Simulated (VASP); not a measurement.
# Be (Im-3m) in VASP: further runs

Runs on Be. Level: PBE. Tasks: electric field gradients.

All numbers are computed with VASP 6.6.1; they aren't measurements. Logs are shortened: lines on timing, memory, paths and dates and some standing lists are left out, and cuts for length are marked.

### 1 The cell of the first run

Symmetry: Im-3m, No. 229, cubic system. The conventional cell has a = 2.456 Å, b = 2.456 Å, c = 2.456 Å, α = 90.00°, β = 90.00°, γ = 90.00°. Within 2.8 Å of Be (site symmetry m-3m) lie 14 Be at 2.13 to 2.46 Å.

### 2 Electric field gradients, PBE (volume scaled by 0.9405)

File INCAR:

```
PREC     = Accurate       # precision mode
ENCUT    = 520            # plane-wave cutoff, eV
EDIFF    = 1E-8           # SCF threshold, eV
ISMEAR   = -1             # smearing method
SIGMA    = 0.03           # smearing width, eV
LREAL    = F              # projectors in reciprocal space
LASPH    = T              # aspherical terms in the spheres
NELM     = 80             # most SCF steps
ALGO     = Normal         # electronic algorithm
ISIF     = 2              # what is computed and relaxed
LWAVE    = F              # write WAVECAR
LCHARG   = F              # write CHGCAR
GGA      = PE             # functional
LEFG     = T            
NBANDS   = 7              # bands
```

File KPOINTS:

```
regular mesh
0
Gamma
  23 23 23
```

File POSCAR:

```
Be
1.0
   -1.2277574868      1.2277574868      1.2277574868
    1.2277574868     -1.2277574868      1.2277574868
    1.2277574868      1.2277574868     -1.2277574868
Be
1
Direct
    0.0000000000      0.0000000000      0.0000000000
```

Potentials or basis: VASP PAW PBE potentials, release 64 (Be).

Started as:

```console
> cat potpaw_PBE.64/Be/POTCAR > POTCAR
> mpirun -np 1 vasp_std > vasp.out
```

OUTCAR:

```text
PREC = Accurate
   ENCUT = 520
   EDIFF = 1E-8
   ISMEAR = -1
   LREAL = F
   LASPH = T
   NELM = 80
   ISIF = 2
   GGA = PE

 ion  position               nearest neighbor table
   1  0.000  0.000  0.000-

  LATTYP: Found a body centered cubic cell.
 ALAT       =     2.4555149736

  Lattice vectors:

 A1 = (  -1.2277574868,   1.2277574868,   1.2277574868)
 A2 = (   1.2277574868,  -1.2277574868,   1.2277574868)
 A3 = (   1.2277574868,   1.2277574868,  -1.2277574868)

Analysis of symmetry for initial positions (statically):
=====================================================================
 Subroutine PRICEL returns:
 Original cell was already a primitive cell.

 Routine SETGRP: Setting up the symmetry group for a
 body centered cubic supercell.

 Subroutine GETGRP returns: Found 48 space group operations
 (whereof 48 operations were pure point group operations)
 out of a pool of 48 trial point group operations.

The static configuration has the point symmetry O_h .

Analysis of symmetry for dynamics (positions and initial velocities):
=====================================================================
 Subroutine PRICEL returns:
 Original cell was already a primitive cell.

 Routine SETGRP: Setting up the symmetry group for a
 body centered cubic supercell.

 Subroutine GETGRP returns: Found 48 space group operations
 (whereof 48 operations were pure point group operations)
 out of a pool of 48 trial point group operations.

The dynamic configuration has the point symmetry O_h .

 Subroutine INISYM returns: Found 48 space group operations
 (whereof 48 operations are pure point group operations),
 and found     1 'primitive' translations

----------------------------------------------------------------------------------------

                                     Primitive cell

  volume of cell :       7.4028

  direct lattice vectors                    reciprocal lattice vectors
    -1.227757487  1.227757487  1.227757487     0.000000000  0.407246549  0.407246549
     1.227757487 -1.227757487  1.227757487     0.407246549  0.000000000  0.407246549
     1.227757487  1.227757487 -1.227757487     0.407246549  0.407246549  0.000000000

  length of vectors
     2.126538347  2.126538347  2.126538347     0.575933593  0.575933593  0.575933593

  position of ions in fractional coordinates (direct lattice)
     0.000000000  0.000000000  0.000000000

  ion indices of the primitive-cell ions
   primitive index   ion index
                 1           1

----------------------------------------------------------------------------------------

 KPOINTS: regular mesh

Automatic generation of k-mesh.
 Grid dimensions read from file:
 generate k-points for:   23   23   23

 Generating k-lattice:

  Cartesian coordinates                     Fractional coordinates (reciprocal lattice)
     0.000000000  0.017706372  0.017706372     0.043478261  0.000000000  0.000000000
     0.017706372  0.000000000  0.017706372     0.000000000  0.043478261  0.000000000
     0.017706372  0.017706372  0.000000000     0.000000000  0.000000000  0.043478261

  Length of vectors
     0.025040591  0.025040591  0.025040591

  Shift w.r.t. Gamma in fractional coordinates (k-lattice)
     0.000000000  0.000000000  0.000000000

 Subroutine IBZKPT returns following result:
 ===========================================

 Found    364 irreducible k-points:

 Following reciprocal coordinates:
            Coordinates               Weight
  0.000000  0.000000  0.000000      1.000000
  0.043478  0.000000  0.000000     12.000000
  0.086957  0.000000  0.000000     12.000000
  0.130435  0.000000  0.000000     12.000000
  0.173913  0.000000  0.000000     12.000000
  0.217391  0.000000  0.000000     12.000000
[... 16 lines left out ...]
  0.478261  0.043478  0.000000     24.000000
  0.086957  0.086957  0.000000     24.000000
 [... further k-points ...]
   k-points           NKPTS =    364   k-points in BZ     NKDIM =    364   number of bands    NBANDS=      7
   number of dos      NEDOS =    301   number of ions     NIONS =      1
   total plane-waves  NPLWV =   4096
   dimension x,y,z NGX =    16 NGY =   16 NGZ =   16
   dimension x,y,z NGXF=    32 NGYF=   32 NGZF=   32
   ions per type =               1
   NGX,Y,Z   is equivalent  to a cutoff of  12.51, 12.51, 12.51 a.u.
   NGXF,Y,Z  is equivalent  to a cutoff of  25.02, 25.02, 25.02 a.u.
 SYSTEM =  unknown system
   PREC   = accura    normal or accurate (medium, high low for compatibility)
   ISTART =      0    job   : 0-new  1-cont  2-samecut
   ICHARG =      2    charge: 1-file 2-atom 10-const
   ISPIN  =      1    spin polarized calculation?
   LNONCOLLINEAR =      F non collinear calculations
   LSORBIT =      F    spin-orbit coupling
   LASPH  =      T    aspherical Exc in radial PAW
   ENCUT  =  520.0 eV  38.22 Ry    6.18 a.u.   3.95  3.95  3.95*2*pi/ulx,y,z
   NELM   =     80;   NELMIN=  2; NELMDL= -5     # of ELM steps
   EDIFF  = 0.1E-07   stopping-criterion for ELM
   LREAL  =      F    real-space projection
   EDIFFG = 0.1E-06   stopping-criterion for IOM
   NSW    =      0    number of steps for IOM
   IBRION =     -1    ionic relax: 0-MD 1-quasi-New 2-CG
   NFREE  =      0    steps in history (QN), initial steepest desc. (CG)
   ISIF   =      2    stress and relaxation
   ISYM   =      2    0-nonsym 1-usesym 2-fastsym
   POTIM  = 0.5000    time-step for ionic-motion
   TEBEG  =    0.0;   TEEND  =   0.0 temperature during run
   PSTRESS=    0.0 pullay stress
   NELECT =       2.0000    total number of electrons
   NUPDOWN=      -1.0000    fix difference up-down
   EMIN   =  10.00;   EMAX   =-10.00  energy-range for DOS
   EFERMI =   0.00;   METHOD = LEGACY
   ISMEAR =    -1;   SIGMA  =   0.03  broadening in eV -4-tet -1-fermi 0-gaus
   EFERMI_NEDOS =   21; number of points for ismear=-14 and -15
   IALGO  =     38    algorithm
   IMIX   =      4    mixing-type and parameters
     AMIX     =   0.40;   BMIX     =  1.00
     AMIX_MAG =   1.60;   BMIX_MAG =  1.00
  volume/ion in A,a.u.               =       7.40        49.96
  Fermi-wavevector in a.u.,A,eV,Ry     =   1.058325  1.999944 15.239220  1.120051
  Thomas-Fermi vector in A             =   2.193630
   LORBIT       =      0    0 simple, 1 ext, 2 COOP (PROOUT), +10 PAW based schemes
   GGA     = PE    functional components
   LHFCALC =     F    Hartree Fock is set to
   AEXX    =    0.0000 exact exchange contribution
   IVDW    =     0    specifies the selected vdW correction
   LEPSILON=     F    determine dielectric tensor
   LRPA    =     F    only Hartree local field effects (RPA)
 non-spin polarized calculation
  energy-cutoff  :      520.00
  volume of cell :        7.40
 maximum number of plane-waves:       212
   NGX =  7   NGY =  7   NGZ =  7

 number of electron       2.0000000 magnetization

 Free energy of the ion-electron system (eV)
  ---------------------------------------------------
  ext. energy  EPLUGINS =         0.00000000
  ---------------------------------------------------
  free energy    TOTEN  =        -3.65612602 eV

  energy without entropy =       -3.65563224  energy(sigma->0) =       -3.65587913

 E-fermi :   8.5062     XC(G=0): -10.8303

 val. band max:        8.4491367042   @ k =   0.3043   0.2609   0.0870
 cond. band min:       8.5391030302   @ k =   0.3043   0.3043   0.0000
 fundamental gap:      0.0899663260
 Fermi energy:         8.5061891019

 k-point     1 :       0.0000    0.0000    0.0000
  band No.  band energies     occupation
      1      -4.1396      2.00000
      2      28.8051      0.00000
      3      28.8051      0.00000
      4      28.8051      0.00000
      5      40.3991      0.00000
      6      40.3991      0.00000
      7      40.3991      0.00000

 k-point     2 :       0.0435    0.0000    0.0000
  band No.  band energies     occupation
      1      -4.0718      2.00000
      2      28.4605      0.00000
      3      28.5123      0.00000
      4      28.7210      0.00000
      5      39.4130      0.00000
      6      39.4661      0.00000
      7      40.8737      0.00000

 k-point     3 :       0.0870    0.0000    0.0000
  band No.  band energies     occupation
      1      -3.8683      2.00000
      2      27.3984      0.00000
      3      27.7558      0.00000
      4      28.4730      0.00000
      5      37.4877      0.00000
      6      37.8645      0.00000
      7      41.1921      0.00000
[... 191 lines left out ...]
 k-point    23 :       0.4783    0.0435    0.0000
  band No.  band energies     occupation
      1       3.0706      2.00000
      2       9.0342      0.00000
      3      21.1126      0.00000
      4      24.0272      0.00000
      5      30.4673      0.00000
      6      36.0645      0.00000
      7      46.2564      0.00000

 k-point    24 :       0.0870    0.0870    0.0000
  band No.  band energies     occupation
      1      -3.3250      2.00000
      2      25.4693      0.00000
      3      25.6007      0.00000
      4      27.3901      0.00000
      5      35.6435      0.00000
      6      36.2204      0.00000
      7      40.5476      0.00000

 [... further k-points ...]
[... 5 lines left out ...]
  --------------------------------------------------------------------------------------
  -------------------------------------------------------------------------------------
  Total        0.3492669      0.3492669      0.3492669     -0.0000000     -0.0000000      0.0000000
  in kB       75.5910302     75.5910302     75.5910302     -0.0000000     -0.0000000      0.0000000
  external PRESSURE =      75.5910302 kB  Pullay stress =       0.0000000 kB

 VOLUME and BASIS-vectors are now :
 -----------------------------------------------------------------------------
  energy-cutoff  :      520.00
  volume of cell :        7.40
      direct lattice vectors                 reciprocal lattice vectors
    -1.227757487  1.227757487  1.227757487     0.000000000  0.407246549  0.407246549
     1.227757487 -1.227757487  1.227757487     0.407246549  0.000000000  0.407246549
     1.227757487  1.227757487 -1.227757487     0.407246549  0.407246549  0.000000000

 POSITION                                       TOTAL-FORCE (eV/Angst)
 -----------------------------------------------------------------------------------
      0.00000      0.00000      0.00000        -0.000000      0.000000      0.000000
 -----------------------------------------------------------------------------------
    total drift:                                0.000000     -0.000000      0.000000

  FREE ENERGIE OF THE ION-ELECTRON SYSTEM (eV)
  ---------------------------------------------------
  free  energy   TOTEN  =        -3.6561260220 eV

  energy  without entropy=       -3.6556322424  energy(sigma->0) =       -3.65587913

 Electric field gradients (V/A^2)
---------------------------------------------------------------------
 ion       V_xx      V_yy      V_zz      V_xy      V_xz      V_yz
---------------------------------------------------------------------
   1       0.000     0.000     0.000    -0.000    -0.000    -0.000
---------------------------------------------------------------------

 Electric field gradients after diagonalization (V/A^2)
 (convention: |V_zz| > |V_xx| > |V_yy|)
----------------------------------------------------------------------
 ion       V_xx      V_yy      V_zz     asymmetry (V_yy - V_xx)/ V_zz
----------------------------------------------------------------------
   1       0.000     0.000    -0.000       0.000
----------------------------------------------------------------------

           NMR quadrupolar parameters

 Cq : quadrupolar parameter    Cq=e*Q*V_zz/h
 eta: asymmetry parameters     (V_yy - V_xx)/ V_zz
 Q  : nuclear electric quadrupole moment in mb (millibarn)
----------------------------------------------------------------------
 ion       Cq(MHz)       eta       Q (mb)
----------------------------------------------------------------------
   1      -0.000       0.000       1.000
----------------------------------------------------------------------
```

Run time: 28 s. Hardware: 1 thread of AMD EPYC 7R13, shared host; peak memory 0.09 GiB.

Results:

```
Free energy            : -3.6561 eV
Pressure               : 7.6 GPa
Band gap on the k mesh : zero (band 1 reaches 12.18 eV, above the bottom of band 2 at 7.08 eV)
```

Levels at points of the mesh, in eV from the Fermi level:
| k point | band 1 | band 2 | band 3 | band 4 | band 5 | band 6 |
| --- | --- | --- | --- | --- | --- | --- |
| (0.00, 0.00, 0.00) | -12.65 | 20.30 | 20.30 | 20.30 | 31.89 | 31.89 |

Caveat: without QUAD_EFG the Cq values of the log hold for a quadrupole moment of 1 mb, not for the nuclei.

### 3 Electric field gradients, PBE (volume scaled by 0.97)

INCAR, as its differences from that of step 2:

```diff
@@ -7,3 +7,3 @@
 LASPH    = T              # aspherical terms in the spheres
-NELM     = 80             # most SCF steps
+NELM     = 60             # most SCF steps
 ALGO     = Normal         # electronic algorithm
```

KPOINTS is that of step 2.

File POSCAR:

```
Be
1.0
   -1.2404622984      1.2404622984      1.2404622984
    1.2404622984     -1.2404622984      1.2404622984
    1.2404622984      1.2404622984     -1.2404622984
Be
1
Direct
    0.0000000000      0.0000000000      0.0000000000
```

Potentials or basis: VASP PAW PBE potentials, release 64 (Be).

Started as:

```console
> cat potpaw_PBE.64/Be/POTCAR > POTCAR
> mpirun -np 1 vasp_std > vasp.out
```

OUTCAR:

```text
PREC = Accurate
   ENCUT = 520
   EDIFF = 1E-8
   ISMEAR = -1
   LREAL = F
   LASPH = T
   NELM = 60
   ISIF = 2
   GGA = PE

 ion  position               nearest neighbor table
   1  0.000  0.000  0.000-

  LATTYP: Found a body centered cubic cell.
 ALAT       =     2.4809245968

  Lattice vectors:

 A1 = (  -1.2404622984,   1.2404622984,   1.2404622984)
 A2 = (   1.2404622984,  -1.2404622984,   1.2404622984)
[... 445 lines left out ...]
    total drift:                                0.000000      0.000000      0.000000

  FREE ENERGIE OF THE ION-ELECTRON SYSTEM (eV)
  ---------------------------------------------------
  free  energy   TOTEN  =        -3.6638443568 eV

  energy  without entropy=       -3.6633136959  energy(sigma->0) =       -3.66357903

 Electric field gradients (V/A^2)
---------------------------------------------------------------------
 ion       V_xx      V_yy      V_zz      V_xy      V_xz      V_yz
---------------------------------------------------------------------
   1      -0.000     0.000     0.000    -0.000    -0.000    -0.000
---------------------------------------------------------------------

 Electric field gradients after diagonalization (V/A^2)
 (convention: |V_zz| > |V_xx| > |V_yy|)
----------------------------------------------------------------------
 ion       V_xx      V_yy      V_zz     asymmetry (V_yy - V_xx)/ V_zz
----------------------------------------------------------------------
   1       0.000     0.000    -0.000       0.000
----------------------------------------------------------------------

           NMR quadrupolar parameters

 Cq : quadrupolar parameter    Cq=e*Q*V_zz/h
 eta: asymmetry parameters     (V_yy - V_xx)/ V_zz
 Q  : nuclear electric quadrupole moment in mb (millibarn)
----------------------------------------------------------------------
 ion       Cq(MHz)       eta       Q (mb)
----------------------------------------------------------------------
   1      -0.000       0.000       1.000
----------------------------------------------------------------------
```

It took 25 s on 1 thread of AMD EPYC 7R13, shared host; peak memory 0.09 GiB.

What came out:

```yaml
Free_energy: -3.6638 eV
Pressure: 3.2 GPa
Band_gap_on_the_k_mesh: zero (band 1 reaches 11.81 eV, above the bottom of band 2 at 6.84 eV)
```

Levels at points of the mesh, in eV from the Fermi level:
| k point | band 1 | band 2 | band 3 | band 4 | band 5 |
| --- | --- | --- | --- | --- | --- |
| (0.00, 0.00, 0.00) | -12.46 | 19.79 | 19.79 | 19.79 | 31.26 |

Caveat: without QUAD_EFG the Cq values of the log hold for a quadrupole moment of 1 mb, not for the nuclei.

[end of part 1 of 2]
